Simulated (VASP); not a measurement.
# FeGe (P-6m2) in VASP: single point with PBE

Aim: the single point of FeGe with PBE.

Everything below comes from runs of VASP 6.6.1. Logs are shortened: lines on timing, memory, paths and dates and some standing lists are left out, and cuts for length are marked.

## Step 1: The cell of the first run

The structure is hexagonal, space group P-6m2 (No. 187). The conventional cell has a = 2.992 Å, b = 2.992 Å, c = 3.486 Å, α = 90.00°, β = 90.00°, γ = 120.00°. Within 3.2 Å of Fe (site symmetry -6m2) lie 6 Ge at 2.45 Å and 6 Fe at 2.99 Å. Ge (site symmetry -6m2) has 6 Fe at 2.45 Å and 6 Ge at 2.99 Å within 3.2 Å.

The cell was built from a structure type or drawn by symmetry, and may not be a known phase.

## Step 2: Single point, PBE, collinear spin, ferromagnetic start

The input, INCAR:

```
SYSTEM = FeGe
PREC = Accurate
ENCUT = 520
EDIFF = 1E-6
ISMEAR = 0
SIGMA = 0.1
LREAL = .FALSE.
LASPH = .TRUE.
NELM = 150
ALGO = Normal
ISIF = 2
LWAVE = .FALSE.
LCHARG = .TRUE.
ISPIN = 2
MAGMOM = 1.88 0
LORBIT = 11
LMAXMIX = 4
GGA = PE
LELF = .TRUE.
LVHAR = .TRUE.
NBANDS = 22
```

The input, KPOINTS:

```
Automatic mesh
0
G
  24 24 16
  0 0 0
```

The input, POSCAR:

```
FeGe
1.0
    2.9918981098      0.0000000000      0.0000000000
   -1.4959490549      2.5910597687      0.0000000000
    0.0000000000      0.0000000000      3.4858283516
Fe Ge
1 1
Direct
    0.0000000000      0.0000000000      0.0000000000
    0.3333333333      0.6666666667      0.5000000000
```

Potentials or basis: VASP PAW PBE potentials, release 64 (Fe, Ge_d).

On the command line:

```bash
> cat potpaw_PBE.64/Fe/POTCAR potpaw_PBE.64/Ge_d/POTCAR > POTCAR
> mpirun -np 1 vasp_std > vasp.out
```

OUTCAR:

```text
SYSTEM = FeGe
   PREC = Accurate
   ENCUT = 520
   EDIFF = 1E-6
   ISMEAR = 0
   LREAL = .FALSE.
   LASPH = .TRUE.
   NELM = 150
   ISIF = 2
   ISPIN = 2
   LORBIT = 11
   GGA = PE

 ion  position               nearest neighbor table
   1  0.000  0.000  0.000-   2 2.45   2 2.45   2 2.45   2 2.45   2 2.45   2 2.45
   2  0.333  0.667  0.500-   1 2.45   1 2.45   1 2.45   1 2.45   1 2.45   1 2.45

  LATTYP: Found a hexagonal cell.
 ALAT       =     2.9918981098
 C/A-ratio  =     1.1650892589

  Lattice vectors:

 A1 = (   2.9918981098,   0.0000000000,   0.0000000000)
 A2 = (  -1.4959490549,   2.5910597687,   0.0000000000)
 A3 = (   0.0000000000,   0.0000000000,   3.4858283516)

Analysis of symmetry for initial positions (statically):
=====================================================================
 Subroutine PRICEL returns:
 Original cell was already a primitive cell.

 Routine SETGRP: Setting up the symmetry group for a
 hexagonal supercell.

 Subroutine GETGRP returns: Found 12 space group operations
 (whereof 12 operations were pure point group operations)
 out of a pool of 24 trial point group operations.

The static configuration has the point symmetry D_3h.

Analysis of symmetry for dynamics (positions and initial velocities):
=====================================================================
 Subroutine PRICEL returns:
 Original cell was already a primitive cell.

 Routine SETGRP: Setting up the symmetry group for a
 hexagonal supercell.

 Subroutine GETGRP returns: Found 12 space group operations
 (whereof 12 operations were pure point group operations)
 out of a pool of 24 trial point group operations.

The dynamic configuration has the point symmetry D_3h.

Analysis of structural, dynamic, and magnetic symmetry:
=====================================================================
 Subroutine PRICEL returns:
 Original cell was already a primitive cell.

 Routine SETGRP: Setting up the symmetry group for a
 hexagonal supercell.

 Subroutine GETGRP returns: Found 12 space group operations
 (whereof 12 operations were pure point group operations)
 out of a pool of 24 trial point group operations.

The overall configuration has the point symmetry D_3h.

 Subroutine INISYM returns: Found 12 space group operations
 (whereof 12 operations are pure point group operations),
 and found     1 'primitive' translations

----------------------------------------------------------------------------------------

                                     Primitive cell
[... 114 lines left out ...]
  Thomas-Fermi vector in A             =   2.636372
   LORBIT       =     11    0 simple, 1 ext, 2 COOP (PROOUT), +10 PAW based schemes
   GGA     = PE    functional components
   LHFCALC =     F    Hartree Fock is set to
   AEXX    =    0.0000 exact exchange contribution
   IVDW    =     0    specifies the selected vdW correction
   LEPSILON=     F    determine dielectric tensor
   LRPA    =     F    only Hartree local field effects (RPA)
 spin polarized calculation
 Gauss-broadening in eV      SIGMA  =   0.10
  energy-cutoff  :      520.00
  volume of cell :       27.02
 maximum number of plane-waves:       751
 NGX is ok and might be reduce to    24
   NGX = 11   NGY = 11   NGZ = 13

 number of electron      22.0000005 magnetization       1.5977850

 Free energy of the ion-electron system (eV)
  ---------------------------------------------------
  ext. energy  EPLUGINS =         0.00000000
  ---------------------------------------------------
  free energy    TOTEN  =       -12.76343453 eV

  energy without entropy =      -12.75833826  energy(sigma->0) =      -12.76088639

 E-fermi :   7.5526     XC(G=0): -12.5810

 val. band max:        7.5516046103   @ k =   0.0417   0.0000   0.4375
 cond. band min:       7.5535052609   @ k =   0.0417   0.0000   0.0000
 fundamental gap:      0.0019006505
 Fermi energy:         7.5526443240

 spin component 1

 k-point     1 :       0.0000    0.0000    0.0000
  band No.  band energies     occupation
      1     -17.0694      1.00000
      2     -17.0694      1.00000
      3     -17.0072      1.00000
      4     -16.9694      1.00000
      5     -16.9694      1.00000
      6      -5.3976      1.00000
[... 589 lines left out ...]
     21      27.5994      0.00000
     22      30.8131      0.00000

 [... further k-points ...]

 spin component 2

 k-point     1 :       0.0000    0.0000    0.0000
  band No.  band energies     occupation
      1     -17.0821      1.00000
      2     -17.0820      1.00000
      3     -17.0240      1.00000
      4     -16.9807      1.00000
      5     -16.9807      1.00000
      6      -5.4211      1.00000
[... 589 lines left out ...]
     21      27.7072      0.00000
     22      30.9587      0.00000

 [... further k-points ...]

------------------------ aborting loop because EDIFF is reached ----------------------------------------

  FORCE on cell =-STRESS in cart. coord.  units (eV):
  Direction    XX          YY          ZZ          XY          YZ          ZX
  --------------------------------------------------------------------------------------
  -------------------------------------------------------------------------------------
  Total       -0.0176299     -0.0176299     -0.0027714      0.0000000      0.0000000      0.0000000
  in kB       -1.0452735     -1.0452735     -0.1643146      0.0000000      0.0000000      0.0000000
  external PRESSURE =      -0.7516205 kB  Pullay stress =       0.0000000 kB

 VOLUME and BASIS-vectors are now :
 -----------------------------------------------------------------------------
  energy-cutoff  :      520.00
  volume of cell :       27.02
      direct lattice vectors                 reciprocal lattice vectors
     2.991898110  0.000000000  0.000000000     0.334235981  0.192971234  0.000000000
    -1.495949055  2.591059769  0.000000000     0.000000000  0.385942467  0.000000000
     0.000000000  0.000000000  3.485828352     0.000000000  0.000000000  0.286875858

 POSITION                                       TOTAL-FORCE (eV/Angst)
 -----------------------------------------------------------------------------------
      0.00000      0.00000      0.00000         0.000000      0.000000      0.000000
     -0.00000      1.72737      1.74291        -0.000000     -0.000000      0.000000
 -----------------------------------------------------------------------------------
    total drift:                               -0.000000      0.000000     -0.000000

  FREE ENERGIE OF THE ION-ELECTRON SYSTEM (eV)
  ---------------------------------------------------
  free  energy   TOTEN  =       -12.7634345257 eV

  energy  without entropy=      -12.7583382605  energy(sigma->0) =      -12.76088639

 total charge

# of ion       s       p       d       tot
------------------------------------------
    1        0.376   0.458   6.423   7.258
    2        1.140   1.229  10.093  12.461
--------------------------------------------------
tot          1.516   1.687  16.516  19.719

 magnetization (x)

# of ion       s       p       d       tot
------------------------------------------
    1        0.013   0.002   1.682   1.698
    2       -0.006  -0.055  -0.007  -0.068
--------------------------------------------------
tot          0.007  -0.053   1.675   1.630
```

OSZICAR:

```text
N       E                     dE             d eps       ncg     rms          rms(c)
DAV:   1     0.136092385652E+03    0.13609E+03   -0.99513E+03 58354   0.254E+03
DAV:   2     0.199616609788E+01   -0.13410E+03   -0.12600E+03 48954   0.435E+02
DAV:   3    -0.136699626470E+02   -0.15666E+02   -0.15400E+02 54066   0.986E+01
DAV:   4    -0.140119961075E+02   -0.34203E+00   -0.34184E+00 55808   0.162E+01
DAV:   5    -0.140156612212E+02   -0.36651E-02   -0.36650E-02 55144   0.166E+00    0.120E+01
DAV:   6    -0.158597576901E+02   -0.18441E+01   -0.31939E+01 57748   0.513E+01    0.168E+01
DAV:   7    -0.127649398938E+02    0.30948E+01   -0.13873E+01 56188   0.371E+01    0.256E+00
DAV:   8    -0.127591840971E+02    0.57558E-02   -0.15012E-01 57794   0.296E+00    0.155E+00
DAV:   9    -0.127607109890E+02   -0.15269E-02   -0.25396E-02 68644   0.139E+00    0.866E-01
DAV:  10    -0.127634983251E+02   -0.27873E-02   -0.98400E-03 71620   0.838E-01    0.342E-01
DAV:  11    -0.127634534287E+02    0.44896E-04   -0.95073E-04 69656   0.277E-01    0.159E-01
DAV:  12    -0.127634532455E+02    0.18315E-06   -0.28279E-04 77898   0.158E-01    0.707E-02
DAV:  13    -0.127634339238E+02    0.19322E-04   -0.24726E-05 66186   0.546E-02    0.136E-02
DAV:  14    -0.127634345257E+02   -0.60191E-06   -0.12439E-06 42860   0.125E-02
   1 F= -.12763435E+02 E0= -.12760886E+02  d E =-.509627E-02  mag=     1.5968
```

It took 4 min on 1 thread of Intel Xeon 6975P-C (Granite Rapids), shared host; peak memory 0.56 GiB.

What came out:

```
Free energy                                           : -12.7634 eV
Pressure                                              : -0.1 GPa
Net moment                                            : 1.60 μB per cell
Site moments                                          : Fe +1.70; Ge -0.07 μB
Valence electrons inside the program's atomic spheres : Fe 7.26; Ge 12.46
```
